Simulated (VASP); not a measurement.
Wanted: the native input for a VASP 6.6.1 run.

```yaml
Task: relaxation of cell and atoms
Functional: PBEsol
Dispersion: D3(BJ)
Potentials_or_basis: VASP PAW PBE potentials, release 64 (Al, O)
Cutoff: 600 eV
k_mesh: 12 × 12 × 2
Occupations: gaussian, width 0.01 eV
Spin: no spin polarisation
Dipole_correction: no
Further_INCAR_settings: ALGO = Normal; EDIFF = 1e-07; IBRION = 2; EDIFFG = -0.005; NSW = 80; ISIF = 3
```

The structure of Al2O3 lies in POSCAR:

```
Al2O3
1.0
    2.8843249500      0.0000000000      0.0000000000
   -1.4421624700      2.4978986800      0.0000000000
    0.0000000000      0.0000000000      9.3367544600
Al O
2 3
Direct
    0.0000000000      0.0000000000      0.1499923304
    0.0000000000      0.0000000000      0.8500076696
    0.3333333294      0.6666666680      0.2223169195
    0.6666666686      0.3333333280      0.0000000000
    0.3333333294      0.6666666680      0.7776830805
```

The input as run:

INCAR

```
SYSTEM = Al2O3
ALGO     = Normal         ! electronic algorithm
EDIFF    = 1E-7           ! SCF threshold, eV
EDIFFG   = -0.005         ! ionic threshold
ENCUT    = 600            ! plane-wave cutoff, eV
GGA      = PS             ! functional
IBRION   = 2              ! ionic algorithm
ISIF     = 3              ! what is computed and relaxed
ISMEAR   = 0              ! smearing method
IVDW     = 12             ! dispersion correction
LASPH    = .TRUE.         ! aspherical terms in the spheres
LCHARG   = .FALSE.        ! write CHGCAR
LREAL    = .FALSE.        ! projectors in reciprocal space
LWAVE    = .FALSE.        ! write WAVECAR
NELM     = 80             ! most SCF steps
NSW      = 80             ! ionic steps
PREC     = Accurate       ! precision mode
SIGMA    = 0.01           ! smearing width, eV
```

KPOINTS

```
k-points
0
G
  12 12 2
  0 0 0
```

Potentials or basis: VASP PAW PBE potentials, release 64 (Al, O).

The run is started by

```bash
$ cat potpaw_PBE.64/Al/POTCAR potpaw_PBE.64/O/POTCAR > POTCAR
$ mpirun -np 1 vasp_std > vasp.out
```

It gave:

| Quantity | Value |
| --- | --- |
| Relaxed volume | 10.12 Å³/atom |
| Relaxed cell | a = 2.851 Å, b = 2.851 Å, c = 7.189 Å, α = 90.00°, β = 90.00°, γ = 120.00° |
| Space group after relaxing (to 0.05 Å) | P-6m2 (No. 187) |
| Energy gained by relaxing | 35.5 meV/atom |
| Ionic steps | 31 |
| Pressure after relaxing | 0.0 GPa |
| Largest force after relaxing | 0.003 eV/Å |
| Band gap on the k mesh | 4.59 eV, indirect (least direct gap 4.72 eV) |
| Dispersion energy per atom | -0.163 eV |

Caveat: the volume moved by over 15 % at a fixed basis, so the end points are rough; the PAW data sets were made with another functional, which shifts forces and pressure a little.

Run time: 16 min on 1 thread of AMD EPYC 7R43 64-Core Processor (Zen 3) (shared host), peak memory 0.2 GiB.
